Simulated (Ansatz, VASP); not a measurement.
**HgTe in VASP and in Ansatz**

```xyz
4
Lattice="2.9925 -3.4669 0.0000 2.9925 3.4669 0.0000 0.0000 0.0000 5.7982" Properties=species:S:1:pos:R:3 pbc="T T T"
Hg    2.9925    1.0883    4.3486
Hg    2.9925   -1.0883    1.4495
Te    2.9925   -1.9748    4.3486
Te    2.9925    1.9748    1.4495
```

Alike in both runs: task single point; functional r2SCAN; dispersion D4; k mesh 4 × 4 × 4; occupations fermi-dirac, width 0.02 eV; no spin polarisation.

```csv
,VASP,Ansatz
version,VASP 6.6.1,Ansatz 0.2.0
potentials or method,"VASP PAW PBE potentials, release 64 (Hg, Te)","plane waves, norm-conserving potentials"
plane-wave cutoff (eV),520,1230
valence electrons in the cell,36,72
```

```tsv
	VASP	Ansatz	Ansatz less VASP
pressure (GPa)	-1.8	-1.9	-0.12
traceless stress, the component that is largest in VASP (GPa)	0.57	0.61	+0.036
```

VASP's potentials were made for PBE, not for r2SCAN. VASP's potentials hold 36 valence electrons a cell and Ansatz's 72, so a difference there can come from the potentials and not from the codes.

Neither program's run includes spin-orbit coupling.
